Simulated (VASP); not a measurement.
# WC (zincblende type) (F-43m) in VASP: a series of runs

The runs below take WC (zincblende type) through relaxation of cell and atoms, with PBE.

Everything below comes from runs of VASP 6.6.1. Logs are shortened: lines on timing, memory, paths and dates and some standing lists are left out, and cuts for length are marked.

### Step 1. The cell of the first run

The structure is cubic, space group F-43m (No. 216). The conventional cell has a = 4.655 Å, b = 4.655 Å, c = 4.655 Å, α = 90.00°, β = 90.00°, γ = 90.00°. Within 2.7 Å of W (site symmetry -43m) lie 4 C at 2.02 Å. C (site symmetry -43m) has 4 W at 2.02 Å within 2.7 Å.

### Step 2. Relaxation of cell and atoms, PBE, target pressure -0.037 GPa, at which the enthalpy is minimised

File INCAR:

```
ALGO = Normal ; EDIFF = 1E-6
EDIFFG = -0.005 ; ENCUT = 600
GGA = PE ; IBRION = 2
ISIF = 3 ; ISMEAR = -1
LASPH = True ; LCHARG = False
LREAL = False ; LWAVE = False
NELM = 100 ; NSW = 60
PREC = Accurate ; PSTRESS = -0.37
SIGMA = 0.08
```

File KPOINTS:

```
k-points
0
Gamma
  14 14 14
```

File POSCAR:

```
WC
1.0
    0.0000000000      2.3273907509      2.3273907509
    2.3273907509      0.0000000000      2.3273907509
    2.3273907509      2.3273907509      0.0000000000
W C
1 1
Direct
    0.0000000000      0.0000000000      0.0000000000
    0.2500000000      0.2500000000      0.2500000000
```

Potentials or basis: VASP PAW PBE potentials, release 64 (W_sv, C).

Started as:

```bash
> cat potpaw_PBE.64/W_sv/POTCAR potpaw_PBE.64/C/POTCAR > POTCAR
> mpirun -np 1 vasp_std > vasp.out
```

OUTCAR:

```text
EDIFF = 1E-6
   EDIFFG = -0.005
   ENCUT = 600
   GGA = PE
   IBRION = 2
   ISIF = 3
   ISMEAR = -1
   LASPH = True
   LREAL = False
   NELM = 100
   NSW = 60
   PREC = Accurate
   PSTRESS = -0.37

 ion  position               nearest neighbor table
   1  0.000  0.000  0.000-   2 2.02   2 2.02   2 2.02   2 2.02
   2  0.250  0.250  0.250-   1 2.02   1 2.02   1 2.02   1 2.02

  LATTYP: Found a face centered cubic cell.
 ALAT       =     4.6547815018

  Lattice vectors:

 A1 = (   0.0000000000,   2.3273907509,   2.3273907509)
 A2 = (   2.3273907509,   0.0000000000,   2.3273907509)
 A3 = (   2.3273907509,   2.3273907509,   0.0000000000)

Analysis of symmetry for initial positions (statically):
=====================================================================
 Subroutine PRICEL returns:
 Original cell was already a primitive cell.

 Routine SETGRP: Setting up the symmetry group for a
 face centered cubic supercell.

 Subroutine GETGRP returns: Found 24 space group operations
 (whereof 24 operations were pure point group operations)
 out of a pool of 48 trial point group operations.

The static configuration has the point symmetry T_d .

Analysis of symmetry for dynamics (positions and initial velocities):
=====================================================================
 Subroutine PRICEL returns:
 Original cell was already a primitive cell.

 Routine SETGRP: Setting up the symmetry group for a
 face centered cubic supercell.

 Subroutine GETGRP returns: Found 24 space group operations
 (whereof 24 operations were pure point group operations)
 out of a pool of 48 trial point group operations.

The dynamic configuration has the point symmetry T_d .

 Subroutine INISYM returns: Found 24 space group operations
 (whereof 24 operations are pure point group operations),
 and found     1 'primitive' translations

----------------------------------------------------------------------------------------

                                     Primitive cell

  volume of cell :      25.2138

  direct lattice vectors                    reciprocal lattice vectors
     0.000000000  2.327390751  2.327390751    -0.214832855  0.214832855  0.214832855
     2.327390751  0.000000000  2.327390751     0.214832855 -0.214832855  0.214832855
     2.327390751  2.327390751  0.000000000     0.214832855  0.214832855 -0.214832855

  length of vectors
     3.291427565  3.291427565  3.291427565     0.372101420  0.372101420  0.372101420

  position of ions in fractional coordinates (direct lattice)
     0.000000000  0.000000000  0.000000000
     0.250000000  0.250000000  0.250000000

  ion indices of the primitive-cell ions
   primitive index   ion index
                 1           1
                 2           2

----------------------------------------------------------------------------------------

 KPOINTS: k-points

Automatic generation of k-mesh.
 Grid dimensions read from file:
 generate k-points for:   14   14   14

 Generating k-lattice:

  Cartesian coordinates                     Fractional coordinates (reciprocal lattice)
    -0.015345204  0.015345204  0.015345204     0.071428571  0.000000000  0.000000000
     0.015345204 -0.015345204  0.015345204     0.000000000  0.071428571  0.000000000
     0.015345204  0.015345204 -0.015345204     0.000000000  0.000000000  0.071428571

  Length of vectors
     0.026578673  0.026578673  0.026578673

  Shift w.r.t. Gamma in fractional coordinates (k-lattice)
     0.000000000  0.000000000  0.000000000

 Subroutine IBZKPT returns following result:
 ===========================================

 Found    104 irreducible k-points:

 Following reciprocal coordinates:
            Coordinates               Weight
  0.000000  0.000000  0.000000      1.000000
  0.071429  0.000000  0.000000      8.000000
  0.142857  0.000000  0.000000      8.000000
  0.214286  0.000000  0.000000      8.000000
  0.285714  0.000000  0.000000      8.000000
  0.357143  0.000000  0.000000      8.000000
[... 16 lines left out ...]
  0.214286  0.142857  0.000000     24.000000
  0.285714  0.142857  0.000000     24.000000
 [... further k-points ...]
   k-points           NKPTS =    104   k-points in BZ     NKDIM =    104   number of bands    NBANDS=     13
   number of dos      NEDOS =    301   number of ions     NIONS =      2
   total plane-waves  NPLWV =  21952
   dimension x,y,z NGX =    28 NGY =   28 NGZ =   28
   dimension x,y,z NGXF=    56 NGYF=   56 NGZF=   56
   ions per type =               1   1
   NGX,Y,Z   is equivalent  to a cutoff of  14.14, 14.14, 14.14 a.u.
   NGXF,Y,Z  is equivalent  to a cutoff of  28.28, 28.28, 28.28 a.u.
 SYSTEM =  unknown system
   PREC   = accura    normal or accurate (medium, high low for compatibility)
   ISTART =      0    job   : 0-new  1-cont  2-samecut
   ICHARG =      2    charge: 1-file 2-atom 10-const
   ISPIN  =      1    spin polarized calculation?
   LNONCOLLINEAR =      F non collinear calculations
   LSORBIT =      F    spin-orbit coupling
   LASPH  =      T    aspherical Exc in radial PAW
   ENCUT  =  600.0 eV  44.10 Ry    6.64 a.u.   6.57  6.57  6.57*2*pi/ulx,y,z
   NELM   =    100;   NELMIN=  2; NELMDL= -5     # of ELM steps
   EDIFF  = 0.1E-05   stopping-criterion for ELM
   LREAL  =      F    real-space projection
   EDIFFG = -.5E-02   stopping-criterion for IOM
   NSW    =     60    number of steps for IOM
   IBRION =      2    ionic relax: 0-MD 1-quasi-New 2-CG
   NFREE  =      1    steps in history (QN), initial steepest desc. (CG)
   ISIF   =      3    stress and relaxation
   ISYM   =      2    0-nonsym 1-usesym 2-fastsym
   POTIM  = 0.5000    time-step for ionic-motion
   TEBEG  =    0.0;   TEEND  =   0.0 temperature during run
   PSTRESS=   -0.4 pullay stress
   NELECT =      18.0000    total number of electrons
   NUPDOWN=      -1.0000    fix difference up-down
   EMIN   =  10.00;   EMAX   =-10.00  energy-range for DOS
   EFERMI =   0.00;   METHOD = LEGACY
   ISMEAR =    -1;   SIGMA  =   0.08  broadening in eV -4-tet -1-fermi 0-gaus
   EFERMI_NEDOS =   21; number of points for ismear=-14 and -15
   IALGO  =     38    algorithm
   IMIX   =      4    mixing-type and parameters
     AMIX     =   0.40;   BMIX     =  1.00
     AMIX_MAG =   1.60;   BMIX_MAG =  1.00
  volume/ion in A,a.u.               =      12.61        85.08
  Fermi-wavevector in a.u.,A,eV,Ry     =   1.463142  2.764937 29.127126  2.140783
  Thomas-Fermi vector in A             =   2.579272
   LORBIT       =      0    0 simple, 1 ext, 2 COOP (PROOUT), +10 PAW based schemes
   GGA     = PE    functional components
   LHFCALC =     F    Hartree Fock is set to
   AEXX    =    0.0000 exact exchange contribution
   IVDW    =     0    specifies the selected vdW correction
   LEPSILON=     F    determine dielectric tensor
   LRPA    =     F    only Hartree local field effects (RPA)
 conjugate gradient relaxation of ions
 non-spin polarized calculation
  energy-cutoff  :      600.00
  volume of cell :       25.21
 maximum number of plane-waves:       877
   NGX = 13   NGY = 13   NGZ = 13

--------------------------------------- Ionic step        1  -------------------------------------------

 number of electron      17.9999999 magnetization

 Free energy of the ion-electron system (eV)
  ---------------------------------------------------
  ext. energy  EPLUGINS =         0.00000000
  ---------------------------------------------------
  free energy    TOTEN  =       -21.08600327 eV

  energy without entropy =      -21.06449599  energy(sigma->0) =      -21.07524963

------------------------ aborting loop because EDIFF is reached ----------------------------------------

  FORCE on cell =-STRESS in cart. coord.  units (eV):
  Direction    XX          YY          ZZ          XY          YZ          ZX
  --------------------------------------------------------------------------------------
  -------------------------------------------------------------------------------------
  Total        1.3572019      1.3572019      1.3572019      0.0000000     -0.0000000      0.0000000
  in kB       86.2416629     86.2416629     86.2416629      0.0000000     -0.0000000      0.0000000
  external PRESSURE =      86.6116629 kB  Pullay stress =      -0.3700000 kB
[... 99 lines left out ...]
  enthalpy is  TOTEN    =       -21.1126291260 eV   P V=       -0.0060100311

--------------------------------------- Ionic step        4  -------------------------------------------

 number of electron      18.0000002 magnetization

 Free energy of the ion-electron system (eV)
  ---------------------------------------------------
  ext. energy  EPLUGINS =         0.00000000
  ---------------------------------------------------
  free energy    TOTEN  =       -21.10663309 eV

  energy without entropy =      -21.08390299  energy(sigma->0) =      -21.09526804

 E-fermi :   8.8148     XC(G=0): -12.3045

 val. band max:        8.8085780850   @ k =  -0.3571   0.0714   0.0000
 cond. band min:       8.8189431200   @ k =  -0.2857   0.3571   0.0714
 fundamental gap:      0.0103650350
 Fermi energy:         8.8147996474

 k-point     1 :       0.0000    0.0000    0.0000
  band No.  band energies     occupation
      1     -65.9281      2.00000
      2     -30.0586      2.00000
      3     -30.0586      2.00000
      4     -30.0586      2.00000
      5      -4.8726      2.00000
      6       3.2261      2.00000
      7       3.2261      2.00000
      8       3.2261      2.00000
      9       8.7966      1.11351
     10       8.7966      1.11351
     11      11.4947      0.00000
     12      16.3643      0.00000
     13      16.3643      0.00000
[... 353 lines left out ...]
 k-point    24 :       0.2857    0.1429    0.0000
  band No.  band energies     occupation
      1     -65.9199      2.00000
      2     -30.2097      2.00000
      3     -30.1023      2.00000
      4     -30.0991      2.00000
      5      -3.6852      2.00000
      6       2.3879      2.00000
      7       3.9188      2.00000
      8       4.0037      2.00000
      9       7.6691      2.00000
     10       9.2782      0.00608
     11      13.1013      0.00000
     12      15.2807      0.00000
     13      15.4591      0.00000

 [... further k-points ...]

------------------------ aborting loop because EDIFF is reached ----------------------------------------

  FORCE on cell =-STRESS in cart. coord.  units (eV):
  Direction    XX          YY          ZZ          XY          YZ          ZX
  --------------------------------------------------------------------------------------
  -------------------------------------------------------------------------------------
  Total       -0.0128798     -0.0128798     -0.0128798      0.0000000      0.0000000     -0.0000000
  in kB       -0.7934437     -0.7934437     -0.7934437      0.0000000      0.0000000     -0.0000000
  external PRESSURE =      -0.4234437 kB  Pullay stress =      -0.3700000 kB
[... 17 lines left out ...]
  FREE ENERGIE OF THE ION-ELECTRON SYSTEM (eV)
  ---------------------------------------------------
  free  energy   TOTEN  =       -21.1066330905 eV

  energy  without entropy=      -21.0839029861  energy(sigma->0) =      -21.09526804

  enthalpy is  TOTEN    =       -21.1126392412 eV   P V=       -0.0060061507

 reached required accuracy - stopping structural energy minimisation
```

It took 2.2 min on 1 thread of Intel Xeon 8259CL, shared host; peak memory 0.2 GiB.

What came out:

```yaml
Free_energy: -21.1066 eV
Relaxed_volume: 13.00 Å³/atom
Relaxed_cell: a = 3.326 Å, b = 3.326 Å, c = 3.326 Å, α = 60.00°, β = 60.00°, γ = 60.00°
Space_group_after_relaxing_to_0.1_Å: F-43m (No. 216)
Energy_change_on_relaxing_the_run_minimises_the_enthalpy: -10.3 meV/atom
Ionic_steps: 4
Pressure_after_relaxing: -0.1 GPa
Band_gap_on_the_k_mesh: zero (bands 9 and 10 overlap by 1.25 eV)
```

The path:
```tsv
step	energy change (eV)	largest force (eV/Å)	pressure (GPa)	volume (Å³)
1	0.0000	0.0000	8.62	25.21
2	0.0683	0.0000	-15.11	27.78
3	-0.0206	0.0000	-0.21	26.02
4	-0.0206	0.0000	-0.08	26.01
```

Final structure:
```
CELL_PARAMETERS angstrom
0.00000 2.35157 2.35157
2.35157 0.00000 2.35157
2.35157 2.35157 0.00000
ATOMIC_POSITIONS crystal
W 0.00000 0.00000 0.00000
C 0.25000 0.25000 0.25000
```

Levels at points of the mesh, in eV from the Fermi level:
```
           k point  band 5  band 6  band 7  band 8  band 9  band 10  band 11  band 12  band 13
(0.00, 0.00, 0.00)  -13.69   -5.59   -5.59   -5.59   -0.02    -0.02     2.68     7.55     7.55
(0.50, 0.00, 0.00)  -11.78   -5.55   -4.89   -4.89    0.83     0.83     1.19     5.03     5.03
(0.50, 0.50, 0.00)  -11.07   -7.28   -2.66   -2.66   -2.09     1.54     1.81     2.76     2.76
```

Caveat: the cell is relaxed towards a set pressure, so the run minimises the enthalpy, not the energy; spin-orbit coupling is left out, which moves the levels of the heavy elements.

(Continued in part 2 of 2.)
